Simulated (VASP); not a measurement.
# Ru: single point with PBE

Ru:

```
Ru
1.0
    -1.28793    1.28793    1.28793
     1.28793   -1.28793    1.28793
     1.28793    1.28793   -1.28793
Ru
1
Direct
  0.00000 0.00000 0.00000
```

This cell differs from its parent crystal: volume scaled by 0.6.

| Property | Result |
| --- | --- |
| Program | VASP 6.6.1 |
| Task | single point |
| Functional | PBE |
| Potentials or basis | VASP PAW PBE potentials, release 64 (Ru_pv) |
| Cutoff | 520 eV |
| k mesh | 18 × 18 × 18 |
| Occupations | fermi-dirac, width 0.08 eV |
| Spin | no spin polarisation |

| Property | Result |
| --- | --- |
| Pressure | 468.6 GPa |
| Band gap on the k mesh | zero (band 7 reaches 27.38 eV, above the bottom of band 8 at 19.66 eV) |

Levels at points of the mesh, in eV from the Fermi level:
```tsv
k point	band 5	band 6	band 7	band 8	band 9	band 10
(0.00, 0.00, 0.00)	-5.56	-5.56	-5.56	-0.47	-0.47	10.16
(0.50, 0.00, 0.00)	-9.08	-0.07	0.88	3.08	5.35	10.16
(0.50, 0.50, 0.50)	-12.60	3.89	3.89	3.89	10.16	13.29
```

It took 13 s on 1 thread of Intel Xeon 6975P-C, with other jobs on the host, peak memory 0.13 GiB.
